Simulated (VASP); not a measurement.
A run of VASP 6.6.1 is set up as follows.

File INCAR:

```
SYSTEM = ScAl2As3
ALGO = Normal
EDIFF = 1E-6
ENCUT = 520
GGA = PE
ISIF = 2
ISMEAR = 0
LASPH = .True.
LCHARG = .False.
LREAL = .False.
LWAVE = .False.
NBANDS = 25
NELM = 60
PREC = Accurate
SIGMA = 0.1
```

File KPOINTS:

```
k-points
0
Gamma
  6 6 4
  0 0 0
```

Contents of POSCAR:

```
ScAl2As3
1.0
    4.8963809200      0.0000000000      0.0000000000
   -2.4481904600      4.2403902700      0.0000000000
    0.0000000000      0.0000000000      6.8007168100
Sc Al As
1 2 3
Direct
    0.0000000000      0.0000000000      0.5000000000
    0.3333333300      0.6666666700      0.5000000000
    0.6666666700      0.3333333300      0.5000000000
    0.5000000000      0.0000000000      0.0000000000
    0.0000000000      0.5000000000      0.0000000000
    0.5000000000      0.5000000000      0.0000000000
```

Potentials or basis: VASP PAW PBE potentials, release 64 (Sc_sv, Al, As).

Launch:

```console
$ cat potpaw_PBE.64/Sc_sv/POTCAR potpaw_PBE.64/Al/POTCAR potpaw_PBE.64/As/POTCAR > POTCAR
$ mpirun -np 1 vasp_std > vasp.out
```

**Question.** What does it give for the pressure?

**Answer.** 4.1 GPa.

**Question.** What does it give for the band gap on the k mesh?

**Answer.** Zero (band 16 reaches 5.22 eV, above the bottom of band 17 at 4.26 eV).

Stress tensor (GPa, compression positive):
```
 8.87  0.00  0.00
 0.00  8.87  0.00
 0.00  0.00 -5.47
```
